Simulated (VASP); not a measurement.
MgO (rocksalt type), 2 atoms in the cell. Symmetry: Fm-3m, No. 225, cubic system. Conventional cell: a = 3.627 Å, b = 3.627 Å, c = 3.627 Å, α = 90.00°, β = 90.00°, γ = 90.00°. Within 2.4 Å of Mg (site symmetry m-3m) lie 6 O at 1.81 Å. O (site symmetry m-3m) has 6 Mg at 1.81 Å within 2.4 Å. 

```yaml
Program: VASP 6.6.1
Task: single point
Functional: PBE
Potentials_or_basis: VASP PAW PBE potentials, release 64 (Mg, O)
Cutoff: 520 eV
k_mesh: 18 × 18 × 18
Occupations: fermi-dirac, width 0.08 eV
Spin: no spin polarisation
Dipole_correction: no
Further_INCAR_settings: ALGO = Normal; EDIFF = 1e-06; NBANDS = 11
```

Potentials or basis: VASP PAW PBE potentials, release 64 (Mg, O).

Run with:

```console
$ cat potpaw_PBE.64/Mg/POTCAR potpaw_PBE.64/O/POTCAR > POTCAR
$ mpirun -np 1 vasp_std > vasp.out
```

Hardware: 1 thread of Intel Xeon 6975P-C, with other jobs on the host.

Problem. Estimate the wall time of this run.

Solution. Run time: 14 s on 1 thread of Intel Xeon 6975P-C, with other jobs on the host, peak memory 0.15 GiB. Counts: scf iterations 12, k points 195.
